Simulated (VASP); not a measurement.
# KBr (I4/mmm) in VASP: notebook, part 2 of 2

VASP 6.6.1.

## Step 3: Single point, PBEsol (strain +0.040 along x and y, -0.040 along z)

INCAR reads:

```
PREC = Accurate ; ENCUT = 520
EDIFF = 1E-7 ; ISMEAR = 0
SIGMA = 0.05 ; LREAL = False
LASPH = True ; NELM = 100
ALGO = Normal ; ISIF = 2
LWAVE = False ; LCHARG = False
GGA = PS ; NBANDS = 15
```

KPOINTS reads:

```
regular mesh
0
Gamma
  6 6 6
```

POSCAR reads:

```
KBr
1.0
    0.0000000000      3.4242000000      3.1608000000
    3.4242000000      0.0000000000      3.1608000000
    3.4242000000      3.4242000000      0.0000000000
K Br
1 1
Direct
    0.0000000000      0.0000000000      0.0000000000
    0.5000000000      0.5000000000      0.5000000000
```

Potentials or basis: VASP PAW PBE potentials, release 64 (K_sv, Br).

Launch:

```sh
> cat potpaw_PBE.64/K_sv/POTCAR potpaw_PBE.64/Br/POTCAR > POTCAR
> mpirun -np 1 vasp_std > vasp.out
```

OUTCAR:

```text
PREC = Accurate
   ENCUT = 520
   EDIFF = 1E-7
   ISMEAR = 0
   LREAL = False
   LASPH = True
   NELM = 100
   ISIF = 2
   GGA = PS

 ion  position               nearest neighbor table
   1  0.000  0.000  0.000-   2 3.16   2 3.16
   2  0.500  0.500  0.500-   1 3.16   1 3.16

  LATTYP: Found a body centered tetragonal cell.
 ALAT       =     4.8425500803
 C/A-ratio  =     1.3054279037

  Lattice vectors:

 A1 = (   0.0000000000,  -3.4242000000,  -3.1608000000)
 A2 = (   0.0000000000,   3.4242000000,  -3.1608000000)
 A3 = (   3.4242000000,   0.0000000000,   3.1608000000)

Analysis of symmetry for initial positions (statically):
=====================================================================
 Subroutine PRICEL returns:
 Original cell was already a primitive cell.

 Routine SETGRP: Setting up the symmetry group for a
 body centered tetragonal supercell.

 Subroutine GETGRP returns: Found 16 space group operations
 (whereof 16 operations were pure point group operations)
 out of a pool of 16 trial point group operations.

The static configuration has the point symmetry D_4h.

Analysis of symmetry for dynamics (positions and initial velocities):
[... 166 lines left out ...]

 k-point     1 :       0.0000    0.0000    0.0000
  band No.  band energies     occupation
      1     -29.6076      2.00000
      2     -14.2201      2.00000
      3     -13.1579      2.00000
      4     -13.1493      2.00000
      5     -13.1493      2.00000
      6      -1.9527      2.00000
      7      -1.9527      2.00000
      8      -1.9186      2.00000
      9       2.2555      0.00000
     10       5.4343      0.00000
     11       5.4343      0.00000
     12       5.9322      0.00000
     13       6.2150      0.00000
     14       6.6199      0.00000
[... 401 lines left out ...]
      2     -14.2140      2.00000
      3     -13.2093      2.00000
      4     -13.1715      2.00000
      5     -13.1070      2.00000
      6      -2.7461      2.00000
      7      -2.3518      2.00000
      8      -2.2004      2.00000
      9       4.2969      0.00000
     10       5.2514      0.00000
     11       6.6836      0.00000
     12       7.5231      0.00000
     13       7.6099      0.00000
     14       8.4087      0.00000
     15       8.7252      0.00000

 [... further k-points ...]
[... 5 lines left out ...]
  --------------------------------------------------------------------------------------
  -------------------------------------------------------------------------------------
  Total       -0.5476084     -0.5476084      0.5402535      0.0000000      0.0000000     -0.0000000
  in kB      -11.8368303    -11.8368303     11.6778495      0.0000000      0.0000000     -0.0000000
  external PRESSURE =      -3.9986037 kB  Pullay stress =       0.0000000 kB

 VOLUME and BASIS-vectors are now :
 -----------------------------------------------------------------------------
  energy-cutoff  :      520.00
  volume of cell :       74.12
      direct lattice vectors                 reciprocal lattice vectors
     0.000000000  3.424200000  3.160800000    -0.146019508  0.146019508  0.158187801
     3.424200000  0.000000000  3.160800000     0.146019508 -0.146019508  0.158187801
     3.424200000  3.424200000  0.000000000     0.146019508  0.146019508 -0.158187801

 POSITION                                       TOTAL-FORCE (eV/Angst)
 -----------------------------------------------------------------------------------
      0.00000      0.00000      0.00000        -0.000000      0.000000      0.000000
      3.42420      3.42420      3.16080         0.000000     -0.000000     -0.000000
 -----------------------------------------------------------------------------------
    total drift:                                0.000000      0.000000      0.000000

  FREE ENERGIE OF THE ION-ELECTRON SYSTEM (eV)
  ---------------------------------------------------
  free  energy   TOTEN  =        -6.4251686274 eV

  energy  without entropy=       -6.4251686274  energy(sigma->0) =       -6.42516863
```

OSZICAR:

```text
N       E                     dE             d eps       ncg     rms          rms(c)
DAV:   1     0.969664690609E+02    0.96966E+02   -0.66613E+03   900   0.923E+02
DAV:   2    -0.332451354481E+00   -0.97299E+02   -0.89831E+02  1139   0.223E+02
DAV:   3    -0.633641094485E+01   -0.60040E+01   -0.59694E+01  1229   0.494E+01
DAV:   4    -0.660034254163E+01   -0.26393E+00   -0.26384E+00  1412   0.864E+00
DAV:   5    -0.660218634213E+01   -0.18438E-02   -0.18438E-02  1229   0.836E-01    0.305E+00
DAV:   6    -0.643054414503E+01    0.17164E+00   -0.21334E-01  1096   0.229E+00    0.224E+00
DAV:   7    -0.641637449316E+01    0.14170E-01   -0.95786E-02  1215   0.169E+00    0.109E+00
DAV:   8    -0.642431143266E+01   -0.79369E-02   -0.11878E-02  1119   0.787E-01    0.146E-01
DAV:   9    -0.642473772105E+01   -0.42629E-03   -0.49547E-04  1243   0.131E-01    0.821E-02
DAV:  10    -0.642515968623E+01   -0.42197E-03   -0.47915E-04   949   0.118E-01    0.228E-02
DAV:  11    -0.642516523876E+01   -0.55525E-05   -0.19093E-05  1364   0.225E-02    0.552E-03
DAV:  12    -0.642516827298E+01   -0.30342E-05   -0.30240E-06   977   0.116E-02    0.543E-03
DAV:  13    -0.642516854387E+01   -0.27089E-06   -0.55766E-07  1222   0.373E-03    0.773E-04
DAV:  14    -0.642516862739E+01   -0.83519E-07   -0.11545E-07   939   0.200E-03
   1 F= -.64251686E+01 E0= -.64251686E+01  d E =-.100653E-10
```

stdout:

```text
POSCAR found type information on POSCAR K Br
 POSCAR found :  2 types and       2 ions
 scaLAPACK will be used
 -----------------------------------------------------------------------------
|                                                                             |
|                                                                             |
|     You enforced a specific xc type in the INCAR file but a different       |
|     I HOPE YOU KNOW WHAT YOU ARE DOING!                                     |
|                                                                             |
 -----------------------------------------------------------------------------

 LDA part: xc-table for (Slater+PW92), standard interpolation
 POSCAR, INCAR and KPOINTS ok, starting setup
 FFT: planning ... GRIDC
 FFT: planning ... GRID_SOFT
 FFT: planning ... GRID
 WAVECAR not read
 entering main loop
```

It took 19 s on 1 thread of Intel Xeon Platinum 8488C (Sapphire Rapids), shared host; peak memory 0.22 GiB.

Results:

```yaml
Free_energy: -6.4252 eV
Pressure: -0.4 GPa
Band_gap_on_the_k_mesh: 4.17 eV, direct
```

Levels at points of the mesh, in eV from the valence-band top:
```
           k point  band 5  band 6  band 7  band 8  band 9  band 10  band 11  band 12
(0.00, 0.00, 0.00)  -11.23   -0.03   -0.03    0.00    4.17     7.35     7.35     7.85
(0.50, 0.00, 0.00)  -10.98   -1.18   -0.35   -0.35    6.35     7.97     9.54     9.61
(0.50, 0.50, 0.00)  -11.27   -0.74   -0.37   -0.37    5.69     7.08     9.40     9.43
(0.50, 0.00, 0.50)  -11.25   -0.86   -0.28   -0.25    5.81     6.92     9.00     9.22
```

Caveat: the cell differs from its parent crystal (strain +0.040 along x and y, -0.040 along z); the PAW data sets were made with another functional, which shifts forces and pressure a little.

## Step 4: Single point, PBEsol (strain +0.000 along x and y, +0.080 along z)

INCAR reads:

```
SYSTEM = KBr
PREC     = Accurate       ! precision mode
ENCUT    = 520            ! plane-wave cutoff, eV
EDIFF    = 1E-7           ! SCF threshold, eV
ISMEAR   = 0              ! smearing method
SIGMA    = 0.05           ! smearing width, eV
LREAL    = .FALSE.        ! projectors in reciprocal space
LASPH    = .TRUE.         ! aspherical terms in the spheres
NELM     = 60             ! most SCF steps
ALGO     = Normal         ! electronic algorithm
ISIF     = 2              ! what is computed and relaxed
LWAVE    = .FALSE.        ! write WAVECAR
LCHARG   = .FALSE.        ! write CHGCAR
GGA      = PS             ! functional
NBANDS   = 15             ! bands
```

KPOINTS reads:

```
Automatic mesh
0
G
  6 6 6
  0 0 0
```

POSCAR reads:

```
KBr
1.0
    0.0000000000      3.2925000000      3.5559000000
    3.2925000000      0.0000000000      3.5559000000
    3.2925000000      3.2925000000      0.0000000000
K Br
1 1
Direct
    0.0000000000      0.0000000000      0.0000000000
    0.5000000000      0.5000000000      0.5000000000
```

Launch:

```sh
> cat potpaw_PBE.64/K_sv/POTCAR potpaw_PBE.64/Br/POTCAR > POTCAR
> mpirun -np 1 vasp_std > vasp.out
```

It took 20 s on 1 thread of Intel Xeon Platinum 8488C (Sapphire Rapids), shared host; peak memory 0.2 GiB.

The run converged. Its results:

* Free energy: -6.4201 eV
* Pressure: -0.9 GPa
* Band gap on the k mesh: 4.11 eV, direct

Stress tensor (GPa, compression positive):
```
-0.51  0.00  0.00
 0.00 -0.51  0.00
 0.00  0.00 -1.70
```

Levels at points of the mesh, in eV from the valence-band top:
| k point | band 4 | band 5 | band 6 | band 7 | band 8 | band 9 | band 10 | band 11 | band 12 | band 13 |
| --- | --- | --- | --- | --- | --- | --- | --- | --- | --- | --- |
| (0.00, 0.00, 0.00) | -11.30 | -11.30 | -0.02 | 0.00 | 0.00 | 4.11 | 7.22 | 7.68 | 7.68 | 8.17 |
| (0.50, 0.00, 0.00) | -11.29 | -11.07 | -1.09 | -0.30 | -0.30 | 6.29 | 7.84 | 9.49 | 9.53 | 9.59 |
| (0.50, 0.50, 0.00) | -11.32 | -11.32 | -0.80 | -0.21 | -0.21 | 5.88 | 6.80 | 8.69 | 9.11 | 9.42 |
| (0.50, 0.00, 0.50) | -11.34 | -11.33 | -0.74 | -0.33 | -0.26 | 5.81 | 6.90 | 9.11 | 9.26 | 9.43 |

Caveat: the cell differs from its parent crystal (strain +0.000 along x and y, +0.080 along z); the PAW data sets were made with another functional, which shifts forces and pressure a little.

## Step 5: Single point, PBEsol (strain +0.080 along x and y, -0.080 along z)

INCAR reads:

```
SYSTEM = KBr
PREC = Accurate
ENCUT = 520
EDIFF = 1E-6
ISMEAR = 0
SIGMA = 0.05
LREAL = .FALSE.
LASPH = .TRUE.
NELM = 60
ALGO = Normal
ISIF = 2
LWAVE = .FALSE.
LCHARG = .TRUE.
GGA = PS
LELF = .TRUE.
LVHAR = .TRUE.
NBANDS = 15
```

KPOINTS reads:

```
regular mesh
0
G
  6 6 6
  0 0 0
```

POSCAR reads:

```
KBr
1.0
    0.0000000000      3.5559000000      3.0291000000
    3.5559000000      0.0000000000      3.0291000000
    3.5559000000      3.5559000000      0.0000000000
K Br
1 1
Direct
    0.0000000000      0.0000000000      0.0000000000
    0.5000000000      0.5000000000      0.5000000000
```

Launch:

```sh
> cat potpaw_PBE.64/K_sv/POTCAR potpaw_PBE.64/Br/POTCAR > POTCAR
> mpirun -np 1 vasp_std > vasp.out
```

It took 21 s on 1 thread of Intel Xeon Platinum 8488C (Sapphire Rapids), shared host; peak memory 0.22 GiB.

It converged, with:

```yaml
Free_energy: -6.3296 eV
Pressure: 0.1 GPa
Band_gap_on_the_k_mesh: 4.05 eV, direct
```

Stress tensor (GPa, compression positive):
```
-1.62  0.00  0.00
 0.00 -1.62  0.00
 0.00  0.00  3.46
```

Levels at points of the mesh, in eV from the valence-band top:
```tsv
k point	band 4	band 5	band 6	band 7	band 8	band 9	band 10	band 11	band 12	band 13
(0.00, 0.00, 0.00)	-11.30	-11.30	-0.08	-0.08	0.00	4.05	7.21	7.21	7.88	8.18
(0.50, 0.00, 0.00)	-11.31	-10.95	-1.19	-0.39	-0.39	6.24	7.74	9.15	9.51	9.61
(0.50, 0.50, 0.00)	-11.35	-11.35	-0.63	-0.46	-0.46	5.62	7.14	9.48	9.49	9.55
(0.50, 0.00, 0.50)	-11.37	-11.31	-0.88	-0.25	-0.22	5.89	6.72	8.62	9.15	9.54
```

Caveat: the cell differs from its parent crystal (strain +0.080 along x and y, -0.080 along z); the PAW data sets were made with another functional, which shifts forces and pressure a little.

## Step 6: Single point, PBEsol (strain +0.040 along x and y, +0.000 along z)

INCAR reads:

```
SYSTEM = KBr
ALGO = Normal
EDIFF = 1E-6
ENCUT = 520
GGA = PS
ISIF = 2
ISMEAR = 0
LASPH = .True.
LCHARG = .False.
LREAL = .False.
LWAVE = .False.
NBANDS = 15
NELM = 60
PREC = Accurate
SIGMA = 0.05
```

KPOINTS reads:

```
k-points
0
Gamma
  6 6 6
  0 0 0
```

POSCAR reads:

```
KBr
1.0
    0.0000000000      3.4242000000      3.2925000000
    3.4242000000      0.0000000000      3.2925000000
    3.4242000000      3.4242000000      0.0000000000
K Br
1 1
Direct
    0.0000000000      0.0000000000      0.0000000000
    0.5000000000      0.5000000000      0.5000000000
```

Potentials or basis: VASP PAW PBE potentials, release 64 (K_sv, Br).

Launch:

```sh
> cat potpaw_PBE.64/K_sv/POTCAR potpaw_PBE.64/Br/POTCAR > POTCAR
> mpirun -np 1 vasp_std > vasp.out
```

It took 18 s on 1 thread of Intel Xeon Platinum 8488C (Sapphire Rapids), shared host; peak memory 0.21 GiB.

The run converged. Its results:

```yaml
Free_energy: -6.4300 eV
Pressure: -1.1 GPa
Band_gap_on_the_k_mesh: 4.11 eV, direct
```

Stress tensor (GPa, compression positive):
```
-1.33  0.00  0.00
 0.00 -1.33  0.00
 0.00  0.00 -0.53
```

Levels at points of the mesh, in eV from the valence-band top:
| k point | band 6 | band 7 | band 8 | band 9 | band 10 | band 11 |
| --- | --- | --- | --- | --- | --- | --- |
| (0.00, 0.00, 0.00) | -0.01 | -0.01 | 0.00 | 4.11 | 7.44 | 7.44 |
| (0.50, 0.00, 0.00) | -1.08 | -0.29 | -0.29 | 6.29 | 7.85 | 9.52 |
| (0.50, 0.50, 0.00) | -0.73 | -0.30 | -0.30 | 5.79 | 6.89 | 9.11 |
| (0.50, 0.00, 0.50) | -0.77 | -0.27 | -0.24 | 5.84 | 6.82 | 8.89 |

Caveat: the cell differs from its parent crystal (strain +0.040 along x and y, +0.000 along z); the PAW data sets were made with another functional, which shifts forces and pressure a little.

## Step 7: Overview

| cell | gap on the mesh (eV) | pressure (GPa) |
| --- | --- | --- |
| a = 4.572, b = 4.572, c = 4.843 Å, angles 58.0, 58.0, 64.0°, 2 atoms | 4.20 | 0.7 |
| a = 4.660, b = 4.660, c = 4.843 Å, angles 58.7, 58.7, 62.6°, 2 atoms | 4.17 | -0.4 |
| a = 4.846, b = 4.846, c = 4.656 Å, angles 61.3, 61.3, 57.4°, 2 atoms | 4.11 | -0.9 |
| a = 4.671, b = 4.671, c = 5.029 Å, angles 57.4, 57.4, 65.1°, 2 atoms | 4.05 | 0.1 |
| a = 4.750, b = 4.750, c = 4.843 Å, angles 59.4, 59.4, 61.3°, 2 atoms | 4.11 | -1.1 |

Alike in all rows: task single point; level PBEsol; potentials or basis VASP PAW PBE potentials, release 64 (K_sv, Br); no spin polarisation; k mesh 6 × 6 × 6; cutoff (eV) 520; smearing gaussian 0.05 eV.

Caveats: the PAW data sets were made with another functional, which shifts forces and pressure a little.

Absolute energies hang on the potentials; compare differences alone.
